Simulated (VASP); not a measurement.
# TiAl (P6/mmm) in VASP: notebook, part 3 of 3

VASP 6.6.1. The steps go on from the part before.

### 6 Single point, PBE

This run uses another cell than the first one, of 18.21 Å³/atom.

Input file INCAR:

```
SYSTEM = TiAl
  PREC = Accurate
  ENCUT = 520
  EDIFF = 1E-6
  ISMEAR = 0
  SIGMA = 0.1
  LREAL = .FALSE.
  LASPH = .TRUE.
  NELM = 60
  ALGO = Fast
  ISIF = 2
  LWAVE = .FALSE.
  LCHARG = .FALSE.
  GGA = PE
  NBANDS = 14
```

Input file KPOINTS:

```
regular mesh
0
G
  24 24 10
  0 0 0
```

Input file POSCAR:

```
TiAl
1.0
    2.8022468279      0.0000000000      0.0000000000
   -1.4011234139      2.4268169407      0.0000000000
    0.0000000000      0.0000000000      5.3549684953
Ti Al
1 1
Direct
    0.0000000000      0.0000000000      0.0000000000
    0.0000000000      0.0000000000      0.5000000000
```

Potentials or basis: VASP PAW PBE potentials, release 64 (Ti_sv, Al).

The run is started by

```sh
$ cat potpaw_PBE.64/Ti_sv/POTCAR potpaw_PBE.64/Al/POTCAR > POTCAR
$ mpirun -np 1 vasp_std > vasp.out
```

OUTCAR:

```text
SYSTEM = TiAl
   PREC = Accurate
   ENCUT = 520
   EDIFF = 1E-6
   ISMEAR = 0
   LREAL = .FALSE.
   LASPH = .TRUE.
   NELM = 60
   ISIF = 2
   GGA = PE

 ion  position               nearest neighbor table
   1  0.000  0.000  0.000-   2 2.68   2 2.68
   2  0.000  0.000  0.500-   1 2.68   1 2.68

  LATTYP: Found a hexagonal cell.
 ALAT       =     2.8022468279
 C/A-ratio  =     1.9109553241

  Lattice vectors:

 A1 = (   2.8022468279,   0.0000000000,   0.0000000000)
 A2 = (  -1.4011234139,   2.4268169407,   0.0000000000)
 A3 = (   0.0000000000,   0.0000000000,   5.3549684953)

Analysis of symmetry for initial positions (statically):
=====================================================================
 Subroutine PRICEL returns:
 Original cell was already a primitive cell.

 Routine SETGRP: Setting up the symmetry group for a
 hexagonal supercell.

 Subroutine GETGRP returns: Found 24 space group operations
 (whereof 24 operations were pure point group operations)
 out of a pool of 24 trial point group operations.

[... 176 lines left out ...]
      4     -25.2933      2.00000
      5      -1.7960      2.00000
      6       4.2064      2.00000
      7       4.3730      2.00000
      8       8.3786      0.00000
      9       8.3786      0.00000
     10       8.5680      0.00000
     11      10.0548      0.00000
     12      10.0548      0.00000
     13      19.0978      0.00000
     14      21.0029      0.00000
[... 377 lines left out ...]
      1     -49.3266      2.00000
      2     -25.9913      2.00000
      3     -25.6529      2.00000
      4     -25.4620      2.00000
      5       3.6924      2.00000
      6       4.6110      2.00000
      7       5.9437      2.00000
      8       5.9909      2.00000
      9       9.2844      0.00000
     10       9.9516      0.00000
     11      10.2582      0.00000
     12      10.5736      0.00000
     13      11.6642      0.00000
     14      14.9196      0.00000

 [... further k-points ...]

------------------------ aborting loop because EDIFF is reached ----------------------------------------

  FORCE on cell =-STRESS in cart. coord.  units (eV):
  Direction    XX          YY          ZZ          XY          YZ          ZX
  --------------------------------------------------------------------------------------
  -------------------------------------------------------------------------------------
  Total       -0.0245928     -0.0245928     -0.0148229     -0.0000000     -0.0000000      0.0000000
  in kB       -1.0819796     -1.0819796     -0.6521457     -0.0000000     -0.0000000      0.0000000
  external PRESSURE =      -0.9387016 kB  Pullay stress =       0.0000000 kB

 VOLUME and BASIS-vectors are now :
 -----------------------------------------------------------------------------
  energy-cutoff  :      520.00
  volume of cell :       36.42
      direct lattice vectors                 reciprocal lattice vectors
     2.802246828  0.000000000  0.000000000     0.356856502  0.206031197  0.000000000
    -1.401123414  2.426816941  0.000000000     0.000000000  0.412062395  0.000000000
     0.000000000  0.000000000  5.354968495     0.000000000  0.000000000  0.186742462

 POSITION                                       TOTAL-FORCE (eV/Angst)
 -----------------------------------------------------------------------------------
      0.00000      0.00000      0.00000        -0.000000      0.000000      0.000000
      0.00000      0.00000      2.67748         0.000000      0.000000      0.000000
 -----------------------------------------------------------------------------------
    total drift:                                0.000000      0.000000     -0.000000

  FREE ENERGIE OF THE ION-ELECTRON SYSTEM (eV)
  ---------------------------------------------------
  free  energy   TOTEN  =       -10.8096810580 eV

  energy  without entropy=      -10.7998143785  energy(sigma->0) =      -10.80474772
```

OSZICAR:

```text
N       E                     dE             d eps       ncg     rms          rms(c)
DAV:   1     0.100317283409E+03    0.10032E+03   -0.70759E+03 10254   0.106E+03
DAV:   2    -0.542506120885E+01   -0.10574E+03   -0.10145E+03 10686   0.294E+02
DAV:   3    -0.116412535252E+02   -0.62162E+01   -0.60217E+01 15656   0.666E+01
[... 18 lines left out ...]
RMM:  22    -0.108096752796E+02   -0.34296E-05   -0.38549E-05 12306   0.293E-02    0.118E-02
RMM:  23    -0.108096774156E+02   -0.21360E-05   -0.23254E-05 11106   0.215E-02    0.841E-03
RMM:  24    -0.108096789730E+02   -0.15574E-05   -0.19300E-05 11738   0.214E-02    0.203E-03
RMM:  25    -0.108096801570E+02   -0.11839E-05   -0.11151E-05  9759   0.148E-02    0.144E-03
RMM:  26    -0.108096810580E+02   -0.90102E-06   -0.89958E-06  9517   0.122E-02
   1 F= -.10809681E+02 E0= -.10804748E+02  d E =-.986668E-02
```

stdout:

```text
POSCAR found type information on POSCAR TiAl
 POSCAR found :  2 types and       2 ions
 scaLAPACK will be used
 LDA part: xc-table for (Slater+PW92), standard interpolation
 POSCAR, INCAR and KPOINTS ok, starting setup
 FFT: planning ... GRIDC
 FFT: planning ... GRID_SOFT
 FFT: planning ... GRID
 WAVECAR not read
 entering main loop
WARNING in EDDRMM: call to ZHEGV failed, returncode =   6  3      8
WARNING in EDDRMM: call to ZHEGV failed, returncode =   8  4     14
WARNING in EDDRMM: call to ZHEGV failed, returncode =   6  3      8
WARNING in EDDRMM: call to ZHEGV failed, returncode =   6  3      6
WARNING in EDDRMM: call to ZHEGV failed, returncode =   6  3     10
WARNING in EDDRMM: call to ZHEGV failed, returncode =   6  3      6
```

Run time: 6.6 min. Hardware: 1 thread of Intel Xeon 8259CL, shared host; peak memory 0.31 GiB.

Results:

```yaml
Free_energy: -10.8097 eV
Pressure: -0.1 GPa
Band_gap_on_the_k_mesh: zero (an odd number of electrons rules out a gap without spin polarisation)
```

### 7 Relaxation of cell and atoms, PBE

This run uses another cell than the first one, of 18.26 Å³/atom.

Input file INCAR:

```
ALGO     = Fast           # electronic algorithm
EDIFF    = 1E-6           # SCF threshold, eV
EDIFFG   = -0.01          # ionic threshold
ENCUT    = 600            # plane-wave cutoff, eV
GGA      = PE             # functional
IBRION   = 2              # ionic algorithm
ISIF     = 3              # what is computed and relaxed
ISMEAR   = 0              # smearing method
LASPH    = T              # aspherical terms in the spheres
LCHARG   = F              # write CHGCAR
LREAL    = F              # projectors in reciprocal space
LWAVE    = F              # write WAVECAR
NELM     = 60             # most SCF steps
NSW      = 100            # ionic steps
PREC     = Accurate       # precision mode
SIGMA    = 0.1            # smearing width, eV
```

Input file KPOINTS:

```
k-points
0
Gamma
  24 24 10
```

Input file POSCAR:

```
TiAl
1.0
    2.8082664895      0.0000000000      0.0000000000
   -1.4041332447      2.4320301205      0.0000000000
    0.0000000000      0.0000000000      5.3469406077
Ti Al
1 1
Direct
    0.0000000000      0.0000000000      0.0000000000
    0.0000000000      0.0000000000      0.5000000000
```

The run is started by

```sh
$ cat potpaw_PBE.64/Ti_sv/POTCAR potpaw_PBE.64/Al/POTCAR > POTCAR
$ mpirun -np 1 vasp_std > vasp.out
```

Run time: 12 min. Hardware: 1 thread of Intel Xeon 8259CL, shared host; peak memory 0.35 GiB.

Results (log left out):

| Quantity | Value |
| --- | --- |
| Free energy | -10.8096 eV |
| Relaxed volume | 18.20 Å³/atom |
| Relaxed cell | a = 2.802 Å, b = 2.802 Å, c = 5.355 Å, α = 90.00°, β = 90.00°, γ = 120.00° |
| Space group after relaxing (to 0.1 Å) | P6/mmm (No. 191) |
| Energy gained by relaxing | 0.2 meV/atom |
| Ionic steps | 4 |
| Pressure after relaxing | -0.1 GPa |
| Band gap on the k mesh | zero (an odd number of electrons rules out a gap without spin polarisation) |

Step by step:
```
step  energy change (eV)  largest force (eV/Å)  pressure (GPa)  volume (Å³)
   1              0.0000                0.0000           -0.26        36.52
   2             -0.0004                0.0000           -0.14        36.36
   3             -0.0004                0.0000            0.01        36.38
   4             -0.0004                0.0000           -0.07        36.40
```

Final structure:
```
Ti Al
1.0
     2.80153    0.00000    0.00000
    -1.40076    2.42620    0.00000
     0.00000    0.00000    5.35474
Ti Al
1 1
Cartesian
  0.0000 0.0000 0.0000
  0.0000 0.0000 2.6774
```

Levels at points of the mesh, in eV from the Fermi level:
```csv
k point,band 4,band 5,band 6,band 7,band 8,band 9,band 10,band 11
"(0.00, 0.00, 0.00)",-32.57,-9.08,-3.08,-2.91,1.10,1.10,1.29,2.78
"(0.50, 0.00, 0.00)",-32.73,-3.31,-3.00,-1.39,-1.31,2.15,2.55,3.00
"(0.00, 0.00, 0.50)",-32.57,-8.59,-5.44,-1.67,1.10,1.10,2.77,2.77
"(0.50, 0.00, 0.50)",-32.73,-3.51,-2.23,-1.96,-0.17,0.92,1.11,2.09
```

### 8 Summary

| task | spin | cell | k mesh | cutoff (eV) | gap on the mesh (eV) | pressure (GPa) | relaxed volume (Å³/atom) |
| --- | --- | --- | --- | --- | --- | --- | --- |
| single point | off | a = 2.473, b = 2.473, c = 5.472 Å, angles 90.0, 90.0, 120.0°, 2 atoms | 6 × 6 × 4 | 520 | none | 31.2 | - |
| single point | off | a = 2.808, b = 2.808, c = 5.347 Å, angles 90.0, 90.0, 120.0°, 2 atoms | 6 × 6 × 4 | 520 | none | 0.0 | - |
| relaxation of cell and atoms | off | relaxed from a = 2.473, b = 2.473, c = 5.472 Å, angles 90.0, 90.0, 120.0°, 2 atoms | 6 × 6 × 4 | 600 | none | -0.1 | 18.27 |
| single point | collinear | a = 2.808, b = 2.808, c = 5.347 Å, angles 90.0, 90.0, 120.0°, 2 atoms | 6 × 6 × 4 | 520 | none | -0.1 | - |
| single point | off | a = 2.802, b = 2.802, c = 5.355 Å, angles 90.0, 90.0, 120.0°, 2 atoms | 24 × 24 × 10 | 520 | none | -0.1 | - |
| relaxation of cell and atoms | off | relaxed from a = 2.808, b = 2.808, c = 5.347 Å, angles 90.0, 90.0, 120.0°, 2 atoms | 24 × 24 × 10 | 600 | none | -0.1 | 18.20 |

Alike in all rows: level PBE; potentials or basis VASP PAW PBE potentials, release 64 (Ti_sv, Al); smearing gaussian 0.1 eV.

Caveats: some runs use coarse meshes; the volume moved by over 15 % at a fixed basis, so the end points are rough (at least some runs).

Total energies depend on the potentials used, so only differences within one code and one set of settings carry meaning.
